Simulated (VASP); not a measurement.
# MgI2 (P-3m1) in VASP: a series of runs

The runs below take MgI2 through single point, with PBE.

All numbers are computed with VASP 6.6.1; they aren't measurements. Logs are shortened: lines on timing, memory, paths and dates and some standing lists are left out, and cuts for length are marked.

## (1) The cell of the first run

It takes space group P-3m1 (No. 164, trigonal). The conventional cell has a = 4.385 Å, b = 4.385 Å, c = 6.157 Å, α = 90.00°, β = 90.00°, γ = 120.00°. Within 3.9 Å of Mg (site symmetry -3m) lie 6 I at 2.94 Å. I (site symmetry 3m) has 3 Mg at 2.94 Å within 3.9 Å.

## (2) Single point, PBE

Contents of INCAR:

```
SYSTEM = MgI2
  PREC = Accurate
  ENCUT = 520
  EDIFF = 1E-6
  ISMEAR = 0
  SIGMA = 0.05
  LREAL = .False.
  LASPH = .True.
  NELM = 80
  ALGO = Normal
  ISIF = 2
  LWAVE = .False.
  LCHARG = .False.
  GGA = PE
  NBANDS = 15
```

Contents of KPOINTS:

```
Automatic mesh
0
Gamma
  6 6 4
  0 0 0
```

Contents of POSCAR:

```
MgI2
1.0
    4.3849249435      0.0000000000      0.0000000000
   -2.1924624717      3.7974563947      0.0000000000
    0.0000000000      0.0000000000      6.1573900307
Mg I
1 2
Direct
    0.0000000000      0.0000000000      0.0000000000
    0.3333333333      0.6666666667      0.7576300000
    0.6666666667      0.3333333333      0.2423700000
```

Potentials or basis: VASP PAW PBE potentials, release 64 (Mg, I).

Started as:

```console
$ cat potpaw_PBE.64/Mg/POTCAR potpaw_PBE.64/I/POTCAR > POTCAR
$ mpirun -np 1 vasp_std > vasp.out
```

OUTCAR:

```text
SYSTEM = MgI2
   PREC = Accurate
   ENCUT = 520
   EDIFF = 1E-6
   ISMEAR = 0
   LREAL = .False.
   LASPH = .True.
   NELM = 80
   ISIF = 2
   GGA = PE

 ion  position               nearest neighbor table
   1  0.000  0.000  0.000-   2 2.94   3 2.94   2 2.94   3 2.94   3 2.94   2 2.94
   2  0.333  0.667  0.758-   1 2.94   1 2.94   1 2.94
   3  0.667  0.333  0.242-   1 2.94   1 2.94   1 2.94

  LATTYP: Found a hexagonal cell.
 ALAT       =     4.3849249435
 C/A-ratio  =     1.4042178851

  Lattice vectors:

 A1 = (   4.3849249435,   0.0000000000,   0.0000000000)
 A2 = (  -2.1924624717,   3.7974563947,   0.0000000000)
 A3 = (   0.0000000000,   0.0000000000,   6.1573900307)

Analysis of symmetry for initial positions (statically):
=====================================================================
 Subroutine PRICEL returns:
 Original cell was already a primitive cell.

 Routine SETGRP: Setting up the symmetry group for a
 hexagonal supercell.

 Subroutine GETGRP returns: Found 12 space group operations
 (whereof 12 operations were pure point group operations)
 out of a pool of 24 trial point group operations.

The static configuration has the point symmetry D_3d.

Analysis of symmetry for dynamics (positions and initial velocities):
=====================================================================
 Subroutine PRICEL returns:
 Original cell was already a primitive cell.

 Routine SETGRP: Setting up the symmetry group for a
 hexagonal supercell.

 Subroutine GETGRP returns: Found 12 space group operations
 (whereof 12 operations were pure point group operations)
 out of a pool of 24 trial point group operations.

The dynamic configuration has the point symmetry D_3d.

 Subroutine INISYM returns: Found 12 space group operations
 (whereof 12 operations are pure point group operations),
 and found     1 'primitive' translations

----------------------------------------------------------------------------------------

                                     Primitive cell

  volume of cell :     102.5302

  direct lattice vectors                    reciprocal lattice vectors
     4.384924943  0.000000000  0.000000000     0.228054075  0.131667081  0.000000000
    -2.192462472  3.797456395  0.000000000     0.000000000  0.263334163  0.000000000
     0.000000000  0.000000000  6.157390031     0.000000000  0.000000000  0.162406473

  length of vectors
     4.384924943  4.384924943  6.157390031     0.263334163  0.263334163  0.162406473

  position of ions in fractional coordinates (direct lattice)
[... 93 lines left out ...]
   EMIN   =  10.00;   EMAX   =-10.00  energy-range for DOS
   EFERMI =   0.00;   METHOD = LEGACY
   ISMEAR =     0;   SIGMA  =   0.05  broadening in eV -4-tet -1-fermi 0-gaus
   EFERMI_NEDOS =   21; number of points for ismear=-14 and -15
   IALGO  =     38    algorithm
   IMIX   =      4    mixing-type and parameters
     AMIX     =   0.40;   BMIX     =  1.00
     AMIX_MAG =   1.60;   BMIX_MAG =  1.00
  volume/ion in A,a.u.               =      34.18       230.64
  Fermi-wavevector in a.u.,A,eV,Ry     =   0.881382  1.665571 10.569477  0.776835
  Thomas-Fermi vector in A             =   2.001871
   LORBIT       =      0    0 simple, 1 ext, 2 COOP (PROOUT), +10 PAW based schemes
   GGA     = PE    functional components
   LHFCALC =     F    Hartree Fock is set to
   AEXX    =    0.0000 exact exchange contribution
   IVDW    =     0    specifies the selected vdW correction
   LEPSILON=     F    determine dielectric tensor
   LRPA    =     F    only Hartree local field effects (RPA)
 non-spin polarized calculation
 Gauss-broadening in eV      SIGMA  =   0.05
  energy-cutoff  :      520.00
  volume of cell :      102.53
 maximum number of plane-waves:      2778
 NGX is ok and might be reduce to    36

 number of electron      16.0000000 magnetization

 Free energy of the ion-electron system (eV)
  ---------------------------------------------------
  ext. energy  EPLUGINS =         0.00000000
  ---------------------------------------------------
  free energy    TOTEN  =        -7.53253596 eV

  energy without entropy =       -7.53253596  energy(sigma->0) =       -7.53253596

 E-fermi :   3.1857     XC(G=0):  -8.2299

 val. band max:        2.9562129167   @ k =   0.0000   0.0000   0.0000
 cond. band min:       5.5787195298   @ k =   0.0000   0.0000   0.0000
 fundamental gap:      2.6225066131
 Fermi energy:         3.1857126165

 k-point     1 :       0.0000    0.0000    0.0000
  band No.  band energies     occupation
      1      -9.7193      2.00000
      2      -8.7079      2.00000
      3      -0.9423      2.00000
      4       1.3649      2.00000
      5       1.3649      2.00000
      6       1.9625      2.00000
      7       1.9625      2.00000
      8       2.9562      2.00000
      9       5.5787      0.00000
     10       6.6022      0.00000
     11       8.5222      0.00000
     12       8.5222      0.00000
     13      10.2557      0.00000
     14      10.2557      0.00000
[... 401 lines left out ...]
      2      -8.8784      2.00000
      3      -0.8715      2.00000
      4      -0.5631      2.00000
      5      -0.5631      2.00000
      6       0.2853      2.00000
      7       2.2952      2.00000
      8       2.2952      2.00000
      9       7.4198      0.00000
     10       8.7461      0.00000
     11       8.7461      0.00000
     12       9.7708      0.00000
     13      10.4450      0.00000
     14      10.6636      0.00000
     15      10.6655      0.00000

------------------------ aborting loop because EDIFF is reached ----------------------------------------

  FORCE on cell =-STRESS in cart. coord.  units (eV):
  Direction    XX          YY          ZZ          XY          YZ          ZX
  --------------------------------------------------------------------------------------
  -------------------------------------------------------------------------------------
  Total       -0.1406851     -0.1406851      2.4713189     -0.0000000      0.0000000      0.0000000
  in kB       -2.1984018     -2.1984018     38.6178197     -0.0000000      0.0000000      0.0000000
  external PRESSURE =      11.4070054 kB  Pullay stress =       0.0000000 kB

 VOLUME and BASIS-vectors are now :
 -----------------------------------------------------------------------------
  energy-cutoff  :      520.00
  volume of cell :      102.53
      direct lattice vectors                 reciprocal lattice vectors
     4.384924943  0.000000000  0.000000000     0.228054075  0.131667081  0.000000000
    -2.192462472  3.797456395  0.000000000     0.000000000  0.263334163  0.000000000
     0.000000000  0.000000000  6.157390031     0.000000000  0.000000000  0.162406473

 POSITION                                       TOTAL-FORCE (eV/Angst)
 -----------------------------------------------------------------------------------
      0.00000      0.00000      0.00000         0.000000      0.000000      0.000000
     -0.00000      2.53164      4.66502        -0.000000      0.000000     -0.312104
      2.19246      1.26582      1.49237         0.000000     -0.000000      0.312104
 -----------------------------------------------------------------------------------
    total drift:                               -0.000000      0.000000      0.000000

  FREE ENERGIE OF THE ION-ELECTRON SYSTEM (eV)
  ---------------------------------------------------
  free  energy   TOTEN  =        -7.5325359591 eV

  energy  without entropy=       -7.5325359591  energy(sigma->0) =       -7.53253596
```

Wall time 51 s (1 thread of AMD EPYC 7R43 (Zen 3), shared host); peak memory 0.2 GiB.

What came out:

```
Free energy            : -7.5325 eV
Pressure               : 1.1 GPa
Largest force          : 0.312 eV/Å
Band gap on the k mesh : 2.62 eV, direct
```

Forces on the atoms (eV/Å):
```
Mg   0.000  0.000  0.000
I    0.000  0.000 -0.312
I    0.000  0.000  0.312
```

Caveat: spin-orbit coupling is left out, which moves the levels of the heavy elements; this functional lacks dispersion, which binds the layers, so the pressure and a relaxed spacing across them are unreliable. A k mesh can miss the band edges.

## (3) Single point, PBE

This run uses another cell than the first one, of the same volume but with other edges.

Contents of INCAR:

```
SYSTEM = MgI2
PREC = Accurate
ENCUT = 520
EDIFF = 1E-7
ISMEAR = 0
SIGMA = 0.05
LREAL = .FALSE.
LASPH = .TRUE.
NELM = 80
ALGO = Normal
ISIF = 2
LWAVE = .FALSE.
LCHARG = .FALSE.
GGA = PE
NBANDS = 15
```

Contents of KPOINTS:

```
regular mesh
0
G
  6 6 4
  0 0 0
```

Contents of POSCAR:

```
MgI2
1.0
    3.9087814674      0.0000000000      0.0000000000
   -1.9543907337      3.3851040486      0.0000000000
    0.0000000000      0.0000000000      7.7488670762
Mg I
1 2
Direct
    0.0000000000      0.0000000000      0.0000000000
    0.3333333333      0.6666666667      0.7576300000
    0.6666666667      0.3333333333      0.2423700000
```

Potentials or basis: VASP PAW PBE potentials, release 64 (Mg, I).

Started as:

```console
$ cat potpaw_PBE.64/Mg/POTCAR potpaw_PBE.64/I/POTCAR > POTCAR
$ mpirun -np 1 vasp_std > vasp.out
```

OUTCAR:

```text
SYSTEM = MgI2
   PREC = Accurate
   ENCUT = 520
   EDIFF = 1E-7
   ISMEAR = 0
   LREAL = .FALSE.
   LASPH = .TRUE.
   NELM = 80
   ISIF = 2
   GGA = PE

 ion  position               nearest neighbor table
   1  0.000  0.000  0.000-   2 2.94   3 2.94   2 2.94   3 2.94   3 2.94   2 2.94
   2  0.333  0.667  0.758-   1 2.94   1 2.94   1 2.94
   3  0.667  0.333  0.242-   1 2.94   1 2.94   1 2.94

  LATTYP: Found a hexagonal cell.
 ALAT       =     3.9087814674
 C/A-ratio  =     1.9824252496

  Lattice vectors:

 A1 = (   3.9087814674,   0.0000000000,   0.0000000000)
 A2 = (  -1.9543907337,   3.3851040486,   0.0000000000)
 A3 = (   0.0000000000,   0.0000000000,   7.7488670762)

Analysis of symmetry for initial positions (statically):
=====================================================================
 Subroutine PRICEL returns:
 Original cell was already a primitive cell.

 Routine SETGRP: Setting up the symmetry group for a
 hexagonal supercell.

 Subroutine GETGRP returns: Found 12 space group operations
 (whereof 12 operations were pure point group operations)
 out of a pool of 24 trial point group operations.

The static configuration has the point symmetry D_3d.

Analysis of symmetry for dynamics (positions and initial velocities):
=====================================================================
 Subroutine PRICEL returns:
 Original cell was already a primitive cell.

 Routine SETGRP: Setting up the symmetry group for a
 hexagonal supercell.

 Subroutine GETGRP returns: Found 12 space group operations
 (whereof 12 operations were pure point group operations)
 out of a pool of 24 trial point group operations.

The dynamic configuration has the point symmetry D_3d.

 Subroutine INISYM returns: Found 12 space group operations
 (whereof 12 operations are pure point group operations),
 and found     1 'primitive' translations

----------------------------------------------------------------------------------------

                                     Primitive cell

[... 122 lines left out ...]
 non-spin polarized calculation
 Gauss-broadening in eV      SIGMA  =   0.05
  energy-cutoff  :      520.00
  volume of cell :      102.53
 maximum number of plane-waves:      2800
 NGX is ok and might be reduce to    30

 number of electron      15.9999999 magnetization

 Free energy of the ion-electron system (eV)
  ---------------------------------------------------
  ext. energy  EPLUGINS =         0.00000000
  ---------------------------------------------------
  free energy    TOTEN  =        -7.46189304 eV

  energy without entropy =       -7.46189304  energy(sigma->0) =       -7.46189304

 E-fermi :   3.0282     XC(G=0):  -8.1862

 val. band max:        2.8067007695   @ k =   0.0000   0.0000   0.0000
 cond. band min:       5.6809150943   @ k =   0.5000   0.0000   0.5000
 fundamental gap:      2.8742143248
 Fermi energy:         3.0281501070

 k-point     1 :       0.0000    0.0000    0.0000
  band No.  band energies     occupation
      1      -9.7984      2.00000
      2      -9.3582      2.00000
      3      -1.4862      2.00000
      4       1.4285      2.00000
      5       2.5922      2.00000
      6       2.5922      2.00000
      7       2.8067      2.00000
      8       2.8067      2.00000
      9       5.9170      0.00000
     10       7.9261      0.00000
     11       9.1157      0.00000
     12       9.8409      0.00000
     13       9.8409      0.00000
     14      10.9913      0.00000
[... 401 lines left out ...]
      2      -8.7422      2.00000
      3      -0.7523      2.00000
      4      -0.3086      2.00000
      5      -0.3086      2.00000
      6      -0.0488      2.00000
      7       1.3442      2.00000
      8       1.3442      2.00000
      9       6.5506      0.00000
     10       7.4276      0.00000
     11       7.4276      0.00000
     12       9.0995      0.00000
     13      11.6619      0.00000
     14      11.8975      0.00000
     15      11.9771      0.00000

------------------------ aborting loop because EDIFF is reached ----------------------------------------

  FORCE on cell =-STRESS in cart. coord.  units (eV):
  Direction    XX          YY          ZZ          XY          YZ          ZX
  --------------------------------------------------------------------------------------
  -------------------------------------------------------------------------------------
  Total        2.4868288      2.4868288     -1.8572304      0.0000000      0.0000000      0.0000000
  in kB       38.8601833     38.8601833    -29.0218263      0.0000000      0.0000000      0.0000000
  external PRESSURE =      16.2328467 kB  Pullay stress =       0.0000000 kB

 VOLUME and BASIS-vectors are now :
 -----------------------------------------------------------------------------
  energy-cutoff  :      520.00
  volume of cell :      102.53
      direct lattice vectors                 reciprocal lattice vectors
     3.908781467  0.000000000  0.000000000     0.255834205  0.147705947  0.000000000
    -1.954390734  3.385104049  0.000000000     0.000000000  0.295411894  0.000000000
     0.000000000  0.000000000  7.748867076     0.000000000  0.000000000  0.129051123

 POSITION                                       TOTAL-FORCE (eV/Angst)
 -----------------------------------------------------------------------------------
      0.00000      0.00000      0.00000        -0.000000      0.000000      0.000000
     -0.00000      2.25674      5.87077         0.000000     -0.000000      0.551781
      1.95439      1.12837      1.87809        -0.000000      0.000000     -0.551781
 -----------------------------------------------------------------------------------
    total drift:                                0.000000     -0.000000     -0.000000

  FREE ENERGIE OF THE ION-ELECTRON SYSTEM (eV)
  ---------------------------------------------------
  free  energy   TOTEN  =        -7.4618930383 eV

  energy  without entropy=       -7.4618930383  energy(sigma->0) =       -7.46189304
```

Run time: 46 s. Hardware: 1 thread of AMD EPYC 7R43 (Zen 3), shared host; peak memory 0.18 GiB.

Results:

```yaml
Free_energy: -7.4619 eV
Pressure: 1.6 GPa
Largest_force: 0.552 eV/Å
Band_gap_on_the_k_mesh: 2.87 eV, indirect (least direct gap 3.11 eV)
```

Forces in eV/Å, atoms in the order of the input:
```
Mg   0.000  0.000  0.000
I    0.000  0.000  0.552
I    0.000  0.000 -0.552
```

Levels at points of the mesh, in eV from the valence-band top:
```tsv
k point	band 5	band 6	band 7	band 8	band 9	band 10	band 11	band 12
(0.00, 0.00, 0.00)	-0.21	-0.21	0.00	0.00	3.11	5.12	6.31	7.03
(0.50, 0.00, 0.00)	-2.43	-1.59	-1.28	-0.75	3.14	4.71	4.74	5.92
(0.00, 0.00, 0.50)	-0.17	-0.17	-0.04	-0.04	4.48	5.06	6.60	6.96
(0.50, 0.00, 0.50)	-2.04	-1.59	-1.20	-0.85	2.87	4.22	4.81	5.41
```

Caveat: spin-orbit coupling is left out, which moves the levels of the heavy elements; this functional lacks dispersion, which binds the layers, so the pressure and a relaxed spacing across them are unreliable. A k mesh can miss the band edges.

## (4) Single point, PBE

This run uses another cell than the first one, of the same volume but with other edges.

Contents of INCAR:

```
PREC = Accurate ; ENCUT = 520
EDIFF = 1E-7 ; ISMEAR = 0
SIGMA = 0.05 ; LREAL = F
LASPH = T ; NELM = 60
ALGO = Normal ; ISIF = 2
LWAVE = F ; LCHARG = F
GGA = PE ; NBANDS = 15
```

Contents of KPOINTS:

```
Automatic mesh
0
Gamma
  6 6 4
```

Contents of POSCAR:

```
MgI2
1.0
    4.2707668538      0.0000000000      0.0000000000
   -2.1353834269      3.6985925890      0.0000000000
    0.0000000000      0.0000000000      6.4909649688
Mg I
1 2
Direct
    0.0000000000      0.0000000000      0.0000000000
    0.3333333333      0.6666666667      0.7576300000
    0.6666666667      0.3333333333      0.2423700000
```

Started as:

```console
$ cat potpaw_PBE.64/Mg/POTCAR potpaw_PBE.64/I/POTCAR > POTCAR
$ mpirun -np 1 vasp_std > vasp.out
```

Run time: 51 s. Hardware: 1 thread of AMD EPYC 7R43 (Zen 3), shared host; peak memory 0.18 GiB.

It converged, with:

```yaml
Free_energy: -7.6449 eV
Pressure: 1.2 GPa
Largest_force: 0.205 eV/Å
Band_gap_on_the_k_mesh: 3.12 eV, indirect (least direct gap 3.14 eV)
```

Forces on the atoms (eV/Å):
```
Mg   0.000  0.000  0.000
I    0.000  0.000 -0.205
I    0.000  0.000  0.205
```

Stress tensor (GPa, compression positive):
```
0.34 0.00 0.00
0.00 0.34 0.00
0.00 0.00 2.83
```

Levels at points of the mesh, in eV from the valence-band top:
| k point | band 4 | band 5 | band 6 | band 7 | band 8 | band 9 | band 10 | band 11 | band 12 | band 13 |
| --- | --- | --- | --- | --- | --- | --- | --- | --- | --- | --- |
| (0.00, 0.00, 0.00) | -1.10 | -1.10 | -0.61 | -0.61 | 0.00 | 3.14 | 4.12 | 6.04 | 6.04 | 7.64 |
| (0.50, 0.00, 0.00) | -3.00 | -2.15 | -1.99 | -1.18 | -0.82 | 3.16 | 5.00 | 5.38 | 6.48 | 8.40 |
| (0.00, 0.00, 0.50) | -1.64 | -0.96 | -0.96 | -0.76 | -0.76 | 4.03 | 4.29 | 5.77 | 5.77 | 7.15 |
| (0.50, 0.00, 0.50) | -3.53 | -1.76 | -1.24 | -1.16 | -1.01 | 3.21 | 4.95 | 5.71 | 6.00 | 7.48 |

Caveat: spin-orbit coupling is left out, which moves the levels of the heavy elements; this functional lacks dispersion, which binds the layers, so the pressure and a relaxed spacing across them are unreliable.

[end of part 1 of 3]
